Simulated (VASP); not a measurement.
# HfO2: single point with r2SCAN

The system is HfO2.

```
Hf O
1.0
     3.46952    0.00000    0.00000
     0.00000    3.46952    0.00000
     0.00000    0.00000    5.28867
Hf O
2 4
Cartesian
  1.7348 1.7348 2.6443
  0.0000 0.0000 0.0000
  0.0000 1.7348 3.6923
  1.7348 0.0000 4.2407
  1.7348 0.0000 1.5963
  0.0000 1.7348 1.0480
```

This cell differs from its parent crystal: biaxial strain in the a-b plane: -3.0 %, then relaxed in part.

```yaml
Program: VASP 6.6.1
Task: single point
Functional: r2SCAN
Potentials_or_basis: VASP PAW PBE potentials, release 64 (Hf_pv, O)
Cutoff: 520 eV
k_mesh: 6 × 6 × 6
Occupations: gaussian, width 0.02 eV
Spin: no spin polarisation
```

* Pressure: 9.5 GPa
* Largest force: 0.068 eV/Å
* Band gap on the k mesh: 5.27 eV (least direct gap 5.33 eV)

Forces on the atoms (eV/Å):
```
Hf   0.000  0.000  0.000
Hf   0.000  0.000  0.000
O    0.000  0.000 -0.068
O    0.000  0.000  0.068
O    0.000  0.000  0.068
O    0.000  0.000 -0.068
```

Stress tensor (GPa, compression positive):
```
16.18  0.00  0.00
 0.00 16.18  0.00
 0.00  0.00 -3.94
```

Levels at points of the mesh, in eV from the valence-band top:
```
           k point  band 18  band 19  band 20  band 21  band 22  band 23  band 24  band 25  band 26  band 27
(0.00, 0.00, 0.00)    -1.42    -1.24    -0.66    -0.06    -0.06     5.27     5.52     6.40     6.81     7.30
(0.50, 0.00, 0.00)    -2.31    -1.66    -1.66    -0.56    -0.56     5.88     5.88     6.71     6.71     7.95
(0.50, 0.50, 0.00)    -1.42    -0.98    -0.98    -0.56    -0.56     6.29     6.29     6.79     6.79     8.17
(0.00, 0.00, 0.50)    -3.16    -0.73    -0.73     0.00     0.00     6.11     6.11     6.18     6.18     9.58
(0.50, 0.00, 0.50)    -2.11    -1.60    -1.60    -1.11    -1.11     5.87     5.87     6.11     6.11     8.22
(0.50, 0.50, 0.50)    -2.25    -1.36    -1.36     0.00     0.00     6.64     6.64     6.81     6.81     8.26
```

Run time: 96 s on 1 thread of Intel(R) Xeon(R) 6975P-C (Granite Rapids), on a shared host, peak memory 0.21 GiB.

Caveat: the cell differs from its parent crystal (biaxial strain in the a-b plane: -3.0 %, then relaxed in part); the cell stands under pressure; the PAW data sets were made with another functional, which shifts forces and pressure a little; spin-orbit coupling is left out, which moves the levels of the heavy elements. A k mesh can miss the band edges.
